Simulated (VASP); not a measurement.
# CdSe (Fm-3m) in VASP: notebook

The runs below take CdSe through relaxation of cell and atoms, single point, with BLYP, PBE.

Everything below comes from runs of VASP 6.6.1. Logs are shortened: lines on timing, memory, paths and dates and some standing lists are left out, and cuts for length are marked.

## 1. The cell of the first run

It takes space group Fm-3m (No. 225, cubic). The conventional cell has a = 5.748 Å, b = 5.748 Å, c = 5.748 Å, α = 90.00°, β = 90.00°, γ = 90.00°. Cd (site symmetry m-3m) has 6 Se at 2.87 Å within 3.8 Å. Within 3.8 Å of Se (site symmetry m-3m) lie 6 Cd at 2.87 Å.

## 2. Relaxation of cell and atoms, BLYP

INCAR reads:

```
SYSTEM = CdSe
AGGAC = 1.0 ; AGGAX = 1.0
ALDAC = 0.0 ; ALDAX = 1.0
ALGO = Normal ; EDIFF = 1E-7
EDIFFG = -0.01 ; ENCUT = 600
GGA = B5 ; IBRION = 2
ISIF = 3 ; ISMEAR = -1
LASPH = .TRUE. ; LCHARG = .FALSE.
LREAL = .FALSE. ; LWAVE = .FALSE.
NELM = 60 ; NSW = 60
PREC = Accurate ; SIGMA = 0.05
```

KPOINTS reads:

```
k-points
0
G
  8 8 8
  0 0 0
```

POSCAR reads:

```
CdSe
1.0
    0.0000000000      2.8739580000      2.8739580000
    2.8739580000      0.0000000000      2.8739580000
    2.8739580000      2.8739580000      0.0000000000
Cd Se
1 1
Direct
    0.0000000000      0.0000000000      0.0000000000
    0.5000000000      0.5000000000      0.5000000000
```

Potentials or basis: VASP PAW PBE potentials, release 64 (Cd, Se).

Run with:

```bash
$ cat potpaw_PBE.64/Cd/POTCAR potpaw_PBE.64/Se/POTCAR > POTCAR
$ mpirun -np 1 vasp_std > vasp.out
```

OUTCAR:

```text
SYSTEM = CdSe
   EDIFF = 1E-7
   EDIFFG = -0.01
   ENCUT = 600
   GGA = B5
   IBRION = 2
   ISIF = 3
   ISMEAR = -1
   LASPH = .TRUE.
   LREAL = .FALSE.
   NELM = 60
   NSW = 60
   PREC = Accurate

 ion  position               nearest neighbor table
   1  0.000  0.000  0.000-   2 2.87   2 2.87   2 2.87   2 2.87   2 2.87   2 2.87
   2  0.500  0.500  0.500-   1 2.87   1 2.87   1 2.87   1 2.87   1 2.87   1 2.87

  LATTYP: Found a face centered cubic cell.
 ALAT       =     5.7479160000

  Lattice vectors:

 A1 = (   0.0000000000,   2.8739580000,   2.8739580000)
 A2 = (   2.8739580000,   0.0000000000,   2.8739580000)
 A3 = (   2.8739580000,   2.8739580000,   0.0000000000)

Analysis of symmetry for initial positions (statically):
=====================================================================
 Subroutine PRICEL returns:
 Original cell was already a primitive cell.

 Routine SETGRP: Setting up the symmetry group for a
 face centered cubic supercell.

 Subroutine GETGRP returns: Found 48 space group operations
 (whereof 48 operations were pure point group operations)
 out of a pool of 48 trial point group operations.

The static configuration has the point symmetry O_h .

Analysis of symmetry for dynamics (positions and initial velocities):
=====================================================================
 Subroutine PRICEL returns:
 Original cell was already a primitive cell.

 Routine SETGRP: Setting up the symmetry group for a
 face centered cubic supercell.

 Subroutine GETGRP returns: Found 48 space group operations
 (whereof 48 operations were pure point group operations)
 out of a pool of 48 trial point group operations.

The dynamic configuration has the point symmetry O_h .

 Subroutine INISYM returns: Found 48 space group operations
 (whereof 48 operations are pure point group operations),
 and found     1 'primitive' translations

----------------------------------------------------------------------------------------

                                     Primitive cell

  volume of cell :      47.4757

  direct lattice vectors                    reciprocal lattice vectors
     0.000000000  2.873958000  2.873958000    -0.173976098  0.173976098  0.173976098
     2.873958000  0.000000000  2.873958000     0.173976098 -0.173976098  0.173976098
     2.873958000  2.873958000  0.000000000     0.173976098  0.173976098 -0.173976098

  length of vectors
     4.064390381  4.064390381  4.064390381     0.301335442  0.301335442  0.301335442

  position of ions in fractional coordinates (direct lattice)
     0.000000000  0.000000000  0.000000000
     0.500000000  0.500000000  0.500000000

  ion indices of the primitive-cell ions
   primitive index   ion index
                 1           1
                 2           2

----------------------------------------------------------------------------------------

 KPOINTS: k-points

Automatic generation of k-mesh.
 Grid dimensions read from file:
 generate k-points for:    8    8    8

 Generating k-lattice:

  Cartesian coordinates                     Fractional coordinates (reciprocal lattice)
    -0.021747012  0.021747012  0.021747012     0.125000000  0.000000000  0.000000000
     0.021747012 -0.021747012  0.021747012     0.000000000  0.125000000  0.000000000
     0.021747012  0.021747012 -0.021747012     0.000000000  0.000000000  0.125000000

  Length of vectors
     0.037666930  0.037666930  0.037666930

  Shift w.r.t. Gamma in fractional coordinates (k-lattice)
     0.000000000  0.000000000  0.000000000

 Subroutine IBZKPT returns following result:
 ===========================================

 Found     29 irreducible k-points:

 Following reciprocal coordinates:
            Coordinates               Weight
  0.000000  0.000000  0.000000      1.000000
  0.125000  0.000000  0.000000      8.000000
  0.250000  0.000000  0.000000      8.000000
  0.375000  0.000000  0.000000      8.000000
  0.500000  0.000000  0.000000      4.000000
  0.125000  0.125000  0.000000      6.000000
[... 16 lines left out ...]
  0.500000  0.250000  0.125000     48.000000
 -0.375000  0.250000  0.125000     24.000000
 [... further k-points ...]
   k-points           NKPTS =     29   k-points in BZ     NKDIM =     29   number of bands    NBANDS=     13
   number of dos      NEDOS =    301   number of ions     NIONS =      2
   total plane-waves  NPLWV =  32768
   dimension x,y,z NGX =    32 NGY =   32 NGZ =   32
   dimension x,y,z NGXF=    64 NGYF=   64 NGZF=   64
   ions per type =               1   1
   NGX,Y,Z   is equivalent  to a cutoff of  13.09, 13.09, 13.09 a.u.
   NGXF,Y,Z  is equivalent  to a cutoff of  26.18, 26.18, 26.18 a.u.
 SYSTEM =  CdSe
   PREC   = accura    normal or accurate (medium, high low for compatibility)
   ISTART =      0    job   : 0-new  1-cont  2-samecut
   ICHARG =      2    charge: 1-file 2-atom 10-const
   ISPIN  =      1    spin polarized calculation?
   LNONCOLLINEAR =      F non collinear calculations
   LSORBIT =      F    spin-orbit coupling
   LASPH  =      T    aspherical Exc in radial PAW
   ENCUT  =  600.0 eV  44.10 Ry    6.64 a.u.   8.12  8.12  8.12*2*pi/ulx,y,z
   NELM   =     60;   NELMIN=  2; NELMDL= -5     # of ELM steps
   EDIFF  = 0.1E-06   stopping-criterion for ELM
   LREAL  =      F    real-space projection
   EDIFFG = -.1E-01   stopping-criterion for IOM
   NSW    =     60    number of steps for IOM
   IBRION =      2    ionic relax: 0-MD 1-quasi-New 2-CG
   NFREE  =      1    steps in history (QN), initial steepest desc. (CG)
   ISIF   =      3    stress and relaxation
   ISYM   =      2    0-nonsym 1-usesym 2-fastsym
   POTIM  = 0.5000    time-step for ionic-motion
   TEBEG  =    0.0;   TEEND  =   0.0 temperature during run
   PSTRESS=    0.0 pullay stress
   NELECT =      18.0000    total number of electrons
   NUPDOWN=      -1.0000    fix difference up-down
   EMIN   =  10.00;   EMAX   =-10.00  energy-range for DOS
   EFERMI =   0.00;   METHOD = LEGACY
   ISMEAR =    -1;   SIGMA  =   0.05  broadening in eV -4-tet -1-fermi 0-gaus
   EFERMI_NEDOS =   21; number of points for ismear=-14 and -15
   IALGO  =     38    algorithm
   IMIX   =      4    mixing-type and parameters
     AMIX     =   0.40;   BMIX     =  1.00
     AMIX_MAG =   1.60;   BMIX_MAG =  1.00
  volume/ion in A,a.u.               =      23.74       160.19
  Fermi-wavevector in a.u.,A,eV,Ry     =   1.184882  2.239103 19.101849  1.403946
  Thomas-Fermi vector in A             =   2.321088
   LORBIT       =      0    0 simple, 1 ext, 2 COOP (PROOUT), +10 PAW based schemes
   GGA     = B5    functional components
   LHFCALC =     F    Hartree Fock is set to
   AEXX    =    0.0000 exact exchange contribution
   IVDW    =     0    specifies the selected vdW correction
   LEPSILON=     F    determine dielectric tensor
   LRPA    =     F    only Hartree local field effects (RPA)
 conjugate gradient relaxation of ions
 non-spin polarized calculation
  energy-cutoff  :      600.00
  volume of cell :       47.48
 maximum number of plane-waves:      1604
   NGX = 17   NGY = 17   NGZ = 17

--------------------------------------- Ionic step        1  -------------------------------------------

 number of electron      17.9999995 magnetization

 Free energy of the ion-electron system (eV)
  ---------------------------------------------------
  ext. energy  EPLUGINS =         0.00000000
  ---------------------------------------------------
  free energy    TOTEN  =        -4.06018053 eV

  energy without entropy =       -4.05725475  energy(sigma->0) =       -4.05871764

------------------------ aborting loop because EDIFF is reached ----------------------------------------

  FORCE on cell =-STRESS in cart. coord.  units (eV):
  Direction    XX          YY          ZZ          XY          YZ          ZX
  --------------------------------------------------------------------------------------
  -------------------------------------------------------------------------------------
  Total        1.2232162      1.2232162      1.2232162      0.0000000      0.0000000      0.0000000
  in kB       41.2802721     41.2802721     41.2802721      0.0000000      0.0000000      0.0000000
  external PRESSURE =      41.2802721 kB  Pullay stress =       0.0000000 kB

 VOLUME and BASIS-vectors are now :
 -----------------------------------------------------------------------------
  energy-cutoff  :      600.00
  volume of cell :       47.48
      direct lattice vectors                 reciprocal lattice vectors
     0.000000000  2.873958000  2.873958000    -0.173976098  0.173976098  0.173976098
     2.873958000  0.000000000  2.873958000     0.173976098 -0.173976098  0.173976098
     2.873958000  2.873958000  0.000000000     0.173976098  0.173976098 -0.173976098
[... 37 lines left out ...]
 POSITION                                       TOTAL-FORCE (eV/Angst)
 -----------------------------------------------------------------------------------
      2.95876      2.95876      5.91751         0.000000     -0.000000     -0.000000
      2.95876      2.95876      2.95876        -0.000000      0.000000      0.000000
 -----------------------------------------------------------------------------------
    total drift:                               -0.000000     -0.000000     -0.000000

  FREE ENERGIE OF THE ION-ELECTRON SYSTEM (eV)
  ---------------------------------------------------
  free  energy   TOTEN  =        -4.1002138890 eV

  energy  without entropy=       -4.0970592167  energy(sigma->0) =       -4.09863655

--------------------------------------- Ionic step        3  -------------------------------------------

 number of electron      18.0000005 magnetization

 Free energy of the ion-electron system (eV)
  ---------------------------------------------------
  ext. energy  EPLUGINS =         0.00000000
  ---------------------------------------------------
  free energy    TOTEN  =        -4.10227558 eV

  energy without entropy =       -4.09916547  energy(sigma->0) =       -4.10072053

 E-fermi :   2.1631     XC(G=0):  -9.0932

 val. band max:        2.0614724857   @ k =  -0.2500   0.1250   0.0000
 cond. band min:       2.3705719080   @ k =   0.3750   0.3750   0.0000
 fundamental gap:      0.3090994223
 Fermi energy:         2.1631270199

 k-point     1 :       0.0000    0.0000    0.0000
  band No.  band energies     occupation
      1     -10.4117      2.00000
      2      -5.8117      2.00000
      3      -5.8117      2.00000
      4      -5.7973      2.00000
      5      -5.7973      2.00000
      6      -5.7973      2.00000
      7       1.5668      1.99999
      8       1.5668      1.99999
      9       1.5668      1.99999
     10       1.8836      1.99257
     11      10.8924      0.00000
     12      10.8924      0.00000
     13      10.8924      0.00000

 k-point     2 :       0.1250    0.0000    0.0000
  band No.  band energies     occupation
      1     -10.3192      2.00000
      2      -5.8353      2.00000
      3      -5.8353      2.00000
      4      -5.8027      2.00000
      5      -5.7832      2.00000
      6      -5.7832      2.00000
      7       0.1559      2.00000
      8       1.6247      1.99996
      9       1.6247      1.99996
     10       3.3006      0.00000
     11       9.5146      0.00000
[... 339 lines left out ...]
 k-point    24 :      -0.3750    0.2500    0.1250
  band No.  band energies     occupation
      1      -9.6867      2.00000
      2      -5.9280      2.00000
      3      -5.8194      2.00000
      4      -5.8101      2.00000
      5      -5.6829      2.00000
      6      -5.6337      2.00000
      7      -2.0424      2.00000
      8       0.4428      2.00000
      9       1.2043      2.00000
     10       5.1039      0.00000
     11       6.7322      0.00000
     12       8.7950      0.00000
     13       9.6541      0.00000

 [... further k-points ...]

------------------------ aborting loop because EDIFF is reached ----------------------------------------

  FORCE on cell =-STRESS in cart. coord.  units (eV):
  Direction    XX          YY          ZZ          XY          YZ          ZX
  --------------------------------------------------------------------------------------
  -------------------------------------------------------------------------------------
  Total        0.0017809      0.0017809      0.0017809      0.0000000      0.0000000      0.0000000
  in kB        0.0560006      0.0560006      0.0560006      0.0000000      0.0000000      0.0000000
  external PRESSURE =       0.0560006 kB  Pullay stress =       0.0000000 kB

 VOLUME and BASIS-vectors are now :
 -----------------------------------------------------------------------------
  energy-cutoff  :      600.00
  volume of cell :       50.95
      direct lattice vectors                 reciprocal lattice vectors
     0.000000000  2.942429440  2.942429440    -0.169927609  0.169927609  0.169927609
     2.942429440  0.000000000  2.942429440     0.169927609 -0.169927609  0.169927609
     2.942429440  2.942429440  0.000000000     0.169927609  0.169927609 -0.169927609

 POSITION                                       TOTAL-FORCE (eV/Angst)
 -----------------------------------------------------------------------------------
      0.00000      0.00000      0.00000         0.000000     -0.000000     -0.000000
      2.94243      2.94243      2.94243         0.000000      0.000000      0.000000
 -----------------------------------------------------------------------------------
    total drift:                                0.000000     -0.000000     -0.000000

  FREE ENERGIE OF THE ION-ELECTRON SYSTEM (eV)
  ---------------------------------------------------
  free  energy   TOTEN  =        -4.1022755772 eV

  energy  without entropy=       -4.0991654743  energy(sigma->0) =       -4.10072053

 reached required accuracy - stopping structural energy minimisation
```

Run time: 2.3 min. Hardware: 1 thread of AMD EPYC 7R13, shared host; peak memory 0.17 GiB.

What came out:

```
Free energy                            : -4.1023 eV
Relaxed volume                         : 25.48 Å³/atom
Relaxed cell                           : a = 4.161 Å, b = 4.161 Å, c = 4.161 Å, α = 60.00°, β = 60.00°, γ = 60.00°
Space group after relaxing (to 0.05 Å) : Fm-3m (No. 225)
Energy gained by relaxing              : 21.0 meV/atom
Ionic steps                            : 3
Pressure after relaxing                : 0.0 GPa
Band gap on the k mesh                 : zero (band 9 reaches 2.06 eV, above the bottom of band 10 at 1.54 eV)
```

Step by step:
| step | energy change (eV) | largest force (eV/Å) | pressure (GPa) | volume (Å³) |
| --- | --- | --- | --- | --- |
| 1 | 0.0000 | 0.0000 | 4.13 | 47.48 |
| 2 | -0.0400 | 0.0000 | -0.79 | 51.80 |
| 3 | -0.0421 | 0.0000 | 0.01 | 50.95 |

Final structure:
```
CELL_PARAMETERS angstrom
0.00000 2.94243 2.94243
2.94243 0.00000 2.94243
2.94243 2.94243 0.00000
ATOMIC_POSITIONS crystal
Cd 0.00000 0.00000 0.00000
Se 0.50000 0.50000 0.50000
```

Caveat: the PAW data sets were made with another functional, which shifts forces and pressure a little.

## 3. Single point, PBE (volume scaled by 1.08)

INCAR reads:

```
PREC     = Accurate       # precision mode
ENCUT    = 520            # plane-wave cutoff, eV
EDIFF    = 1E-7           # SCF threshold, eV
ISMEAR   = 1              # smearing method
SIGMA    = 0.1            # smearing width, eV
LREAL    = False          # projectors in reciprocal space
LASPH    = True           # aspherical terms in the spheres
NELM     = 60             # most SCF steps
ALGO     = Normal         # electronic algorithm
ISIF     = 2              # what is computed and relaxed
LWAVE    = False          # write WAVECAR
LCHARG   = False          # write CHGCAR
GGA      = PE             # functional
NBANDS   = 16             # bands
```

KPOINTS reads:

```
Automatic mesh
0
Gamma
  8 8 8
```

POSCAR reads:

```
CdSe
1.0
    0.0000000000      2.9486394311      2.9486394311
    2.9486394311      0.0000000000      2.9486394311
    2.9486394311      2.9486394311      0.0000000000
Cd Se
1 1
Direct
    0.0000000000      0.0000000000      0.0000000000
    0.5000000000      0.5000000000      0.5000000000
```

Potentials or basis: VASP PAW PBE potentials, release 64 (Cd, Se).

Run with:

```bash
$ cat potpaw_PBE.64/Cd/POTCAR potpaw_PBE.64/Se/POTCAR > POTCAR
$ mpirun -np 1 vasp_std > vasp.out
```

Wall time 10 s (1 thread of Intel Xeon 6975P-C (Granite Rapids), shared host); peak memory 0.18 GiB.

It converged, with:

```
Free energy            : -5.1553 eV
Pressure               : -3.8 GPa
Band gap on the k mesh : zero (band 9 reaches 1.60 eV, above the bottom of band 10 at 1.17 eV)
```

Levels at points of the mesh, in eV from the Fermi level:
```
           k point  band 5  band 6  band 7  band 8  band 9  band 10  band 11  band 12  band 13  band 14
(0.00, 0.00, 0.00)   -7.81   -7.81   -0.51   -0.51   -0.51    -0.21     8.56     8.56     8.56     9.33
(0.50, 0.00, 0.00)   -7.70   -7.70   -4.57   -0.08   -0.08     3.04     5.25     5.25     5.32    10.90
(0.50, 0.50, 0.00)   -7.66   -7.29   -3.63   -1.80   -1.80    -0.46     5.55     9.14     9.73     9.73
```

Caveat: the cell differs from its parent crystal (volume scaled by 1.08).
